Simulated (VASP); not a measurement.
# Gd (Im-3m) in VASP: a series of runs

The runs below take Gd through single point, density of states, with PBEsol+U.

Program: VASP 6.6.1. These are calculated values, not measurements. Logs are shortened: lines on timing, memory, paths and dates and some standing lists are left out, and cuts for length are marked.

**1. The cell of the first run**

The structure is cubic, space group Im-3m (No. 229). The conventional cell has a = 4.050 Å, b = 4.050 Å, c = 4.050 Å, α = 90.00°, β = 90.00°, γ = 90.00°. Within 4.6 Å of Gd (site symmetry m-3m) lie 14 Gd at 3.51 to 4.05 Å.

**2. Single point, PBEsol+U, collinear spin, ferromagnetic start**

INCAR

```
ALGO = Normal
EDIFF = 1E-7
ENCUT = 520
GGA = PS
ISIF = 2
ISMEAR = -1
ISPIN = 2
LASPH = T
LCHARG = F
LDAU = T
LDAUJ = 0
LDAUL = 3
LDAUPRINT = 1
LDAUTYPE = 2
LDAUU = 2
LMAXMIX = 6
LORBIT = 11
LREAL = F
LWAVE = F
MAGMOM = 7
NBANDS = 19
NELM = 150
PREC = Accurate
SIGMA = 0.05
```

KPOINTS

```
k-points
0
Gamma
  9 9 9
```

POSCAR

```
Gd
1.0
   -2.0250000000      2.0250000000      2.0250000000
    2.0250000000     -2.0250000000      2.0250000000
    2.0250000000      2.0250000000     -2.0250000000
Gd
1
Direct
    0.0000000000      0.0000000000      0.0000000000
```

Potentials or basis: VASP PAW PBE potentials, release 64 (Gd).

On the command line:

```sh
> cat potpaw_PBE.64/Gd/POTCAR > POTCAR
> mpirun -np 1 vasp_std > vasp.out
```

OUTCAR:

```text
EDIFF = 1E-7
   ENCUT = 520
   GGA = PS
   ISIF = 2
   ISMEAR = -1
   ISPIN = 2
   LASPH = T
   LORBIT = 11
   LREAL = F
   NELM = 150
   PREC = Accurate

 ion  position               nearest neighbor table
   1  0.000  0.000  0.000-

  LATTYP: Found a body centered cubic cell.
 ALAT       =     4.0500000000

  Lattice vectors:

 A1 = (  -2.0250000000,   2.0250000000,   2.0250000000)
 A2 = (   2.0250000000,  -2.0250000000,   2.0250000000)
 A3 = (   2.0250000000,   2.0250000000,  -2.0250000000)

Analysis of symmetry for initial positions (statically):
=====================================================================
 Subroutine PRICEL returns:
 Original cell was already a primitive cell.

 Routine SETGRP: Setting up the symmetry group for a
 body centered cubic supercell.

 Subroutine GETGRP returns: Found 48 space group operations
 (whereof 48 operations were pure point group operations)
 out of a pool of 48 trial point group operations.

The static configuration has the point symmetry O_h .

Analysis of symmetry for dynamics (positions and initial velocities):
=====================================================================
 Subroutine PRICEL returns:
 Original cell was already a primitive cell.

 Routine SETGRP: Setting up the symmetry group for a
 body centered cubic supercell.

 Subroutine GETGRP returns: Found 48 space group operations
 (whereof 48 operations were pure point group operations)
 out of a pool of 48 trial point group operations.

The dynamic configuration has the point symmetry O_h .

Analysis of structural, dynamic, and magnetic symmetry:
=====================================================================
 Subroutine PRICEL returns:
 Original cell was already a primitive cell.

 Routine SETGRP: Setting up the symmetry group for a
 body centered cubic supercell.

 Subroutine GETGRP returns: Found 48 space group operations
 (whereof 48 operations were pure point group operations)
 out of a pool of 48 trial point group operations.

The overall configuration has the point symmetry O_h .

 Subroutine INISYM returns: Found 48 space group operations
 (whereof 48 operations are pure point group operations),
 and found     1 'primitive' translations

----------------------------------------------------------------------------------------

                                     Primitive cell

  volume of cell :      33.2151

  direct lattice vectors                    reciprocal lattice vectors
    -2.025000000  2.025000000  2.025000000     0.000000000  0.246913580  0.246913580
     2.025000000 -2.025000000  2.025000000     0.246913580  0.000000000  0.246913580
     2.025000000  2.025000000 -2.025000000     0.246913580  0.246913580  0.000000000

  length of vectors
     3.507402885  3.507402885  3.507402885     0.349188534  0.349188534  0.349188534

  position of ions in fractional coordinates (direct lattice)
     0.000000000  0.000000000  0.000000000

  ion indices of the primitive-cell ions
   primitive index   ion index
                 1           1

[... 92 lines left out ...]
  volume/ion in A,a.u.               =      33.22       224.15
  Fermi-wavevector in a.u.,A,eV,Ry     =   1.334711  2.522238 24.238153  1.781454
  Thomas-Fermi vector in A             =   2.463472
   LORBIT       =     11    0 simple, 1 ext, 2 COOP (PROOUT), +10 PAW based schemes
 LDA+U is selected, type is set to LDAUTYPE =  2
   angular momentum for each species LDAUL =     3
   U (eV)           for each species LDAUU =   2.0
   J (eV)           for each species LDAUJ =   0.0
   GGA     = PS    functional components
   LHFCALC =     F    Hartree Fock is set to
   AEXX    =    0.0000 exact exchange contribution
   IVDW    =     0    specifies the selected vdW correction
   LEPSILON=     F    determine dielectric tensor
   LRPA    =     F    only Hartree local field effects (RPA)
 spin polarized calculation
  energy-cutoff  :      520.00
  volume of cell :       33.22
 maximum number of plane-waves:       935
 NGX is ok and might be reduce to    28
   NGX = 13   NGY = 13   NGZ = 13

atom =   1  type =  1  l = 3

 onsite density matrix

spin component  1

  0.9883 -0.0000 -0.0001  0.0000 -0.0000  0.0000 -0.0000
 -0.0000  0.9873  0.0000 -0.0000 -0.0000  0.0000 -0.0000
 -0.0001  0.0000  0.9884 -0.0000 -0.0000 -0.0000  0.0000
  0.0000 -0.0000 -0.0000  0.9882  0.0000  0.0000  0.0000
 -0.0000 -0.0000 -0.0000  0.0000  0.9884 -0.0000  0.0001
  0.0000  0.0000 -0.0000  0.0000 -0.0000  0.9885  0.0000
 -0.0000 -0.0000  0.0000  0.0000  0.0001  0.0000  0.9883

spin component  2

  0.0030  0.0000 -0.0001 -0.0000  0.0000 -0.0000  0.0000
  0.0000  0.0014 -0.0000  0.0000  0.0000 -0.0000  0.0000
 -0.0001 -0.0000  0.0030  0.0000  0.0000 -0.0000 -0.0000
 -0.0000  0.0000  0.0000  0.0029 -0.0000 -0.0000  0.0000
  0.0000  0.0000  0.0000 -0.0000  0.0030  0.0000  0.0001
 -0.0000 -0.0000 -0.0000 -0.0000  0.0000  0.0031 -0.0000
  0.0000  0.0000 -0.0000  0.0000  0.0001 -0.0000  0.0030

 occupancies and eigenvectors

  o =  0.0014  v =  0.0000  0.0000  0.0000  0.0000  0.0000  0.0000  0.0000  0.0000 -1.0000 -0.0000  0.0000  0.0000 -0.0000  0.0000      0.0000  0.0000  0.0000  0.0000  0.0000  0.0000  0.0000  0.0000  0.0000  0.0000  0.0000  0.0000  0.0000  0.0000
  o =  0.0029  v =  0.0000  0.0000  0.0000  0.0000  0.0000  0.0000  0.0000 -0.7906  0.0000 -0.6124  0.0000 -0.0000 -0.0000  0.0000      0.0000  0.0000  0.0000  0.0000  0.0000  0.0000  0.0000  0.0000  0.0000  0.0000  0.0000  0.0000  0.0000  0.0000
  o =  0.0029  v =  0.0000  0.0000  0.0000  0.0000  0.0000  0.0000  0.0000  0.0000 -0.0000  0.0000 -0.0001 -0.6124  0.0000  0.7906      0.0000  0.0000  0.0000  0.0000  0.0000  0.0000  0.0000  0.0000  0.0000  0.0000  0.0000  0.0000  0.0000  0.0000
  o =  0.0029  v =  0.0000  0.0000  0.0000  0.0000  0.0000  0.0000  0.0000  0.0000 -0.0000  0.0000  1.0000 -0.0001  0.0000  0.0001      0.0000  0.0000  0.0000  0.0000  0.0000  0.0000  0.0000  0.0000  0.0000  0.0000  0.0000  0.0000  0.0000  0.0000
  o =  0.0031  v =  0.0000  0.0000  0.0000  0.0000  0.0000  0.0000  0.0000  0.0001 -0.0000 -0.0001  0.0000 -0.7906 -0.0003 -0.6124      0.0000  0.0000  0.0000  0.0000  0.0000  0.0000  0.0000  0.0000  0.0000  0.0000  0.0000  0.0000  0.0000  0.0000
  o =  0.0031  v =  0.0000  0.0000  0.0000  0.0000  0.0000  0.0000  0.0000  0.6124  0.0000 -0.7906 -0.0000  0.0001  0.0002  0.0001      0.0000  0.0000  0.0000  0.0000  0.0000  0.0000  0.0000  0.0000  0.0000  0.0000  0.0000  0.0000  0.0000  0.0000
  o =  0.0031  v =  0.0000  0.0000  0.0000  0.0000  0.0000  0.0000  0.0000  0.0001  0.0000 -0.0001  0.0000  0.0002 -1.0000  0.0002      0.0000  0.0000  0.0000  0.0000  0.0000  0.0000  0.0000  0.0000  0.0000  0.0000  0.0000  0.0000  0.0000  0.0000
  o =  0.9873  v =  0.0000  1.0000  0.0000  0.0000  0.0000  0.0000 -0.0000  0.0000  0.0000  0.0000  0.0000  0.0000  0.0000  0.0000      0.0000  0.0000  0.0000  0.0000  0.0000  0.0000  0.0000  0.0000  0.0000  0.0000  0.0000  0.0000  0.0000  0.0000
  o =  0.9882  v = -0.0001 -0.0000 -0.0000 -0.0062  0.6124 -0.0000 -0.7906  0.0000  0.0000  0.0000  0.0000  0.0000  0.0000  0.0000      0.0000  0.0000  0.0000  0.0000  0.0000  0.0000  0.0000  0.0000  0.0000  0.0000  0.0000  0.0000  0.0000  0.0000
  o =  0.9882  v = -0.7906  0.0000 -0.6124 -0.0000 -0.0000  0.0000  0.0001  0.0000  0.0000  0.0000  0.0000  0.0000  0.0000  0.0000      0.0000  0.0000  0.0000  0.0000  0.0000  0.0000  0.0000  0.0000  0.0000  0.0000  0.0000  0.0000  0.0000  0.0000
  o =  0.9882  v =  0.0000  0.0000  0.0000 -1.0000 -0.0038  0.0000  0.0049  0.0000  0.0000  0.0000  0.0000  0.0000  0.0000  0.0000      0.0000  0.0000  0.0000  0.0000  0.0000  0.0000  0.0000  0.0000  0.0000  0.0000  0.0000  0.0000  0.0000  0.0000
  o =  0.9885  v = -0.6124 -0.0000  0.7906 -0.0000  0.0001  0.0009  0.0001  0.0000  0.0000  0.0000  0.0000  0.0000  0.0000  0.0000      0.0000  0.0000  0.0000  0.0000  0.0000  0.0000  0.0000  0.0000  0.0000  0.0000  0.0000  0.0000  0.0000  0.0000
  o =  0.9885  v = -0.0001  0.0000  0.0001 -0.0000 -0.7905 -0.0088 -0.6123  0.0000  0.0000  0.0000  0.0000  0.0000  0.0000  0.0000      0.0000  0.0000  0.0000  0.0000  0.0000  0.0000  0.0000  0.0000  0.0000  0.0000  0.0000  0.0000  0.0000  0.0000
  o =  0.9885  v =  0.0005 -0.0000 -0.0007  0.0000 -0.0070  1.0000 -0.0054  0.0000  0.0000  0.0000  0.0000  0.0000  0.0000  0.0000      0.0000  0.0000  0.0000  0.0000  0.0000  0.0000  0.0000  0.0000  0.0000  0.0000  0.0000  0.0000  0.0000  0.0000

 number of electron      18.0000008 magnetization       7.7716440

 Free energy of the ion-electron system (eV)
  ---------------------------------------------------
  ext. energy  EPLUGINS =         0.00000000
  ---------------------------------------------------
  free energy    TOTEN  =       -11.81215183 eV

  energy without entropy =      -11.79955034  energy(sigma->0) =      -11.80585109

 E-fermi :   2.8472     XC(G=0): -10.0989

 val. band max:        2.8412154253   @ k =   0.3333   0.2222   0.1111
 cond. band min:       2.8517357145   @ k =  -0.4444   0.4444   0.1111
 fundamental gap:      0.0105202892
 Fermi energy:         2.8472087808

 spin component 1

 k-point     1 :       0.0000    0.0000    0.0000
  band No.  band energies     occupation
      1     -42.6310      1.00000
      2     -19.6256      1.00000
      3     -19.6256      1.00000
      4     -19.6256      1.00000
      5      -3.3160      1.00000
      6      -3.3160      1.00000
[... 1049 lines left out ...]
     18      11.8384      0.00000
     19      14.1970      0.00000

 [... further k-points ...]
[... 5 lines left out ...]
  --------------------------------------------------------------------------------------
  -------------------------------------------------------------------------------------
  Total       -0.4480076     -0.4480076     -0.4480076     -0.0000000     -0.0000000      0.0000000
  in kB      -21.6103038    -21.6103038    -21.6103038     -0.0000000     -0.0000000      0.0000000
  external PRESSURE =     -21.6103038 kB  Pullay stress =       0.0000000 kB

 VOLUME and BASIS-vectors are now :
 -----------------------------------------------------------------------------
  energy-cutoff  :      520.00
  volume of cell :       33.22
      direct lattice vectors                 reciprocal lattice vectors
    -2.025000000  2.025000000  2.025000000     0.000000000  0.246913580  0.246913580
     2.025000000 -2.025000000  2.025000000     0.246913580  0.000000000  0.246913580
     2.025000000  2.025000000 -2.025000000     0.246913580  0.246913580  0.000000000

 POSITION                                       TOTAL-FORCE (eV/Angst)
 -----------------------------------------------------------------------------------
      0.00000      0.00000      0.00000         0.000000     -0.000000      0.000000
 -----------------------------------------------------------------------------------
    total drift:                               -0.000000     -0.000000     -0.000000

  FREE ENERGIE OF THE ION-ELECTRON SYSTEM (eV)
  ---------------------------------------------------
  free  energy   TOTEN  =       -11.8121518324 eV

  energy  without entropy=      -11.7995503434  energy(sigma->0) =      -11.80585109

 total charge

# of ion       s       p       d       f       tot
--------------------------------------------------
    1        2.072   5.545   0.610   6.931  15.158

 magnetization (x)

# of ion       s       p       d       f       tot
--------------------------------------------------
    1        0.002  -0.049   0.265   6.893   7.110
```

Run time: 46 s. Hardware: 1 thread of Intel Xeon 6975P-C (Granite Rapids), shared host; peak memory 0.2 GiB.

Results:

* Free energy: -11.8122 eV
* Pressure: -2.2 GPa
* Net moment: 7.77 μB per cell
* Site moments: Gd +7.11 μB
* Valence electrons inside the program's atomic spheres: Gd 15.16

Levels at points of the mesh, in eV from the Fermi level:
Spin up:
| k point | band 10 | band 11 | band 12 | band 13 | band 14 | band 15 | band 16 | band 17 |
| --- | --- | --- | --- | --- | --- | --- | --- | --- |
| (0.00, 0.00, 0.00) | -6.05 | -6.02 | -5.14 | 1.19 | 1.19 | 1.19 | 3.41 | 3.41 |
Spin down:
```csv
k point,band 1,band 2,band 3,band 4,band 5,band 6,band 7,band 8,band 9,band 10
"(0.00, 0.00, 0.00)",-42.20,-20.01,-20.01,-20.01,-4.21,1.05,1.05,1.05,1.35,1.35
```

Eigenvalues of the final occupation matrices:
```csv
site,spin,trace,eigenvalues
site 1 f,1,6.92,0.99 0.99 0.99 0.99 0.99 0.99 0.99
site 1 f,2,0.02,0.00 0.00 0.00 0.00 0.00 0.00 0.00
```

Caveat: the PAW data sets were made with another functional, which shifts forces and pressure a little; spin-orbit coupling is left out, which moves the levels of the heavy elements. The state reached can hang on the start; a lower one may exist.

**3. Single point, PBEsol+U, collinear spin, ferromagnetic start**

INCAR

```
ALGO = Normal
EDIFF = 1E-6
ENCUT = 520
GGA = PS
ISIF = 2
ISMEAR = -1
ISPIN = 2
LASPH = T
LCHARG = T
LDAU = T
LDAUJ = 0
LDAUL = 3
LDAUPRINT = 1
LDAUTYPE = 2
LDAUU = 4
LELF = T
LMAXMIX = 6
LORBIT = 11
LREAL = F
LVHAR = T
LWAVE = F
MAGMOM = 7
NBANDS = 19
NELM = 150
PREC = Accurate
SIGMA = 0.05
```

KPOINTS is that of step 2.

POSCAR is that of step 2.

Potentials or basis: VASP PAW PBE potentials, release 64 (Gd).

On the command line:

```sh
> cat potpaw_PBE.64/Gd/POTCAR > POTCAR
> mpirun -np 1 vasp_std > vasp.out
```

It took 29 s on 1 thread of Intel Xeon 6975P-C (Granite Rapids), shared host; peak memory 0.2 GiB.

Results (log left out):

| Quantity | Value |
| --- | --- |
| Free energy | -11.7214 eV |
| Pressure | -2.0 GPa |
| Net moment | 7.79 μB per cell |
| Site moments | Gd +7.13 μB |
| Valence electrons inside the program's atomic spheres | Gd 15.16 |

Levels at points of the mesh, in eV from the Fermi level:
Spin up:
```tsv
k point	band 9	band 10	band 11	band 12	band 13	band 14	band 15	band 16	band 17	band 18
(0.00, 0.00, 0.00)	-7.01	-7.01	-6.98	-5.14	1.18	1.18	1.18	3.41	3.41	10.13
```
Spin down:
```tsv
k point	band 3	band 4	band 5	band 6	band 7	band 8
(0.00, 0.00, 0.00)	-20.01	-20.01	-4.21	2.01	2.01	2.01
```

Eigenvalues of the final occupation matrices:
```csv
site,spin,trace,eigenvalues
site 1 f,1,6.92,0.99 0.99 0.99 0.99 0.99 0.99 0.99
site 1 f,2,0.01,0.00 0.00 0.00 0.00 0.00 0.00 0.00
```

Caveat: the PAW data sets were made with another functional, which shifts forces and pressure a little; spin-orbit coupling is left out, which moves the levels of the heavy elements. The state reached can hang on the start; a lower one may exist.

**4. Single point, PBEsol+U, collinear spin, ferromagnetic start**

INCAR

```
SYSTEM = Gd
ALGO     = Normal         ! electronic algorithm
EDIFF    = 1E-7           ! SCF threshold, eV
ENCUT    = 520            ! plane-wave cutoff, eV
GGA      = PS             ! functional
ISIF     = 2              ! what is computed and relaxed
ISMEAR   = -1             ! smearing method
ISPIN    = 2              ! spin polarisation
LASPH    = .True.         ! aspherical terms in the spheres
LCHARG   = .False.        ! write CHGCAR
LDAU     = .True.         ! DFT+U
LDAUJ    = 0            
LDAUL    = 3              ! shell
LDAUPRINT= 1            
LDAUTYPE = 2            
LDAUU    = 6              ! U, eV
LMAXMIX  = 6              ! l up to which the mixer works
LORBIT   = 11             ! projections on sites
LREAL    = .False.        ! projectors in reciprocal space
LWAVE    = .False.        ! write WAVECAR
MAGMOM   = 7              ! initial moments
NBANDS   = 19             ! bands
NELM     = 150            ! most SCF steps
PREC     = Accurate       ! precision mode
SIGMA    = 0.05           ! smearing width, eV
```

KPOINTS

```
k-points
0
Gamma
  9 9 9
  0 0 0
```

POSCAR is that of step 3.

On the command line:

```sh
> cat potpaw_PBE.64/Gd/POTCAR > POTCAR
> mpirun -np 1 vasp_std > vasp.out
```

Wall time 33 s (1 thread of Intel Xeon 6975P-C (Granite Rapids), shared host); peak memory 0.2 GiB.

It converged, with:

```yaml
Free_energy: -11.6424 eV
Pressure: -1.8 GPa
Net_moment: 7.80 μB per cell
Site_moments: Gd +7.14 μB
Valence_electrons_inside_the_program's_atomic_spheres: Gd 15.16
```

Levels at points of the mesh, in eV from the Fermi level:
Spin up:
```csv
k point,band 10,band 11,band 12,band 13,band 14,band 15,band 16,band 17
"(0.00, 0.00, 0.00)",-7.94,-7.91,-5.14,1.19,1.19,1.19,3.42,3.42
```
Spin down:
```
           k point  band 3  band 4  band 5  band 6  band 7  band 8
(0.00, 0.00, 0.00)  -19.99  -19.99   -4.21    2.44    2.44    2.44
```

Eigenvalues of the final occupation matrices:
| site | spin | trace | eigenvalues |
| --- | --- | --- | --- |
| site 1 f | 1 | 6.93 | 0.99 0.99 0.99 0.99 0.99 0.99 0.99 |
| site 1 f | 2 | 0.00 | 0.00 0.00 0.00 0.00 0.00 0.00 0.00 |

Caveat: the PAW data sets were made with another functional, which shifts forces and pressure a little; spin-orbit coupling is left out, which moves the levels of the heavy elements. The state reached can hang on the start; a lower one may exist.

**5. Density of states, PBEsol+U, collinear spin, ferromagnetic start**

POSCAR is that of step 4.

INCAR.step1

```
PREC = Accurate
ENCUT = 520
EDIFF = 1E-6
ISMEAR = -1
SIGMA = 0.05
LREAL = F
LASPH = T
NELM = 150
ALGO = Fast
ISIF = 2
LWAVE = F
LCHARG = T
ISPIN = 2
MAGMOM = 7
LMAXMIX = 6
LDAU = T
LDAUTYPE = 2
LDAUL = 3
LDAUU = 8
LDAUJ = 0
LDAUPRINT = 1
GGA = PS
NBANDS = 19
```

KPOINTS.step1

```
regular mesh
0
Gamma
  9 9 9
```

INCAR.step2

```
PREC = Accurate
ENCUT = 520
EDIFF = 1E-6
ISMEAR = -5
SIGMA = 0.05
LREAL = F
LASPH = T
NELM = 150
ALGO = Fast
ISIF = 2
LWAVE = F
LCHARG = F
ISPIN = 2
MAGMOM = 7
LORBIT = 11
LMAXMIX = 6
LDAU = T
LDAUTYPE = 2
LDAUL = 3
LDAUU = 8
LDAUJ = 0
LDAUPRINT = 1
GGA = PS
NEDOS = 2001
ICHARG = 11
```

KPOINTS.step2

```
regular mesh
0
Gamma
  14 14 14
```

On the command line:

```sh
> cat potpaw_PBE.64/Gd/POTCAR > POTCAR
> cp INCAR.step1 INCAR
> cp KPOINTS.step1 KPOINTS
> mpirun -np 1 vasp_std > vasp.out
> cp INCAR.step2 INCAR
> cp KPOINTS.step2 KPOINTS
> mpirun -np 1 vasp_std > vasp.out
```

Wall time 4.3 min (1 thread of Intel Xeon 6975P-C (Granite Rapids), shared host); peak memory 0.24 GiB.

Results (log left out):

| Item | Value |
| --- | --- |
| Net moment | 7.80 μB per cell |
| Site moments | Gd +7.16 μB |
| Valence electrons inside the program's atomic spheres | Gd 15.17 |

Levels at points of the mesh, in eV from the Fermi level:
Spin up:
```tsv
k point	band 11	band 12	band 13	band 14	band 15	band 16
(0.00, 0.00, 0.00)	-8.82	-5.13	1.21	1.21	1.21	3.44
(0.50, 0.00, 0.00)	-8.83	-2.49	-0.37	1.02	3.32	4.10
(0.50, 0.50, 0.50)	-8.84	-1.96	-1.96	5.37	5.45	5.67
```
Spin down:
```tsv
k point	band 2	band 3	band 4	band 5	band 6	band 7	band 8	band 9
(0.00, 0.00, 0.00)	-19.96	-19.96	-19.96	-4.20	2.45	2.45	2.45	3.97
(0.50, 0.00, 0.00)	-20.79	-20.22	-19.96	-1.54	0.74	2.00	3.91	4.20
(0.50, 0.50, 0.50)	-20.53	-20.53	-20.53	-1.11	-1.11	4.02	4.02	4.02
```

Eigenvalues of the final occupation matrices:
| site | spin | trace | eigenvalues |
| --- | --- | --- | --- |
| site 1 f | 1 | 6.93 | 0.99 0.99 0.99 0.99 0.99 0.99 0.99 |
| site 1 f | 2 | 0.00 | 0.00 0.00 0.00 0.00 0.00 0.00 0.00 |

Caveat: the PAW data sets were made with another functional, which shifts forces and pressure a little; spin-orbit coupling is left out, which moves the levels of the heavy elements; tetrahedron occupations give inexact forces and stress in metals. The state reached can hang on the start; a lower one may exist.

**6. The runs side by side**

```tsv
task	U	k mesh for the DOS	occupations for the DOS	gap on the mesh (eV)	pressure (GPa)	moment (μB)
single point	Gd f U = 2.0 eV	-	-	none	-2.2	7.77
single point	Gd f U = 4.0 eV	-	-	none	-2.0	7.79
single point	Gd f U = 6.0 eV	-	-	none	-1.8	7.80
density of states	Gd f U = 8.0 eV	14 × 14 × 14	tetrahedron	-	-	7.80
```

Alike in all rows: level PBEsol+U; potentials or basis VASP PAW PBE potentials, release 64 (Gd); spin collinear, ferromagnetic start; cell as given; k mesh 9 × 9 × 9; cutoff (eV) 520; smearing fermi-dirac 0.05 eV.

Every run on the cell as given and a fine mesh finds a metal.

Caveats: the PAW data sets were made with another functional, which shifts forces and pressure a little; spin-orbit coupling is left out, which moves the levels of the heavy elements; tetrahedron occupations give inexact forces and stress in metals (some runs).

Absolute energies hang on the potentials; compare differences alone.
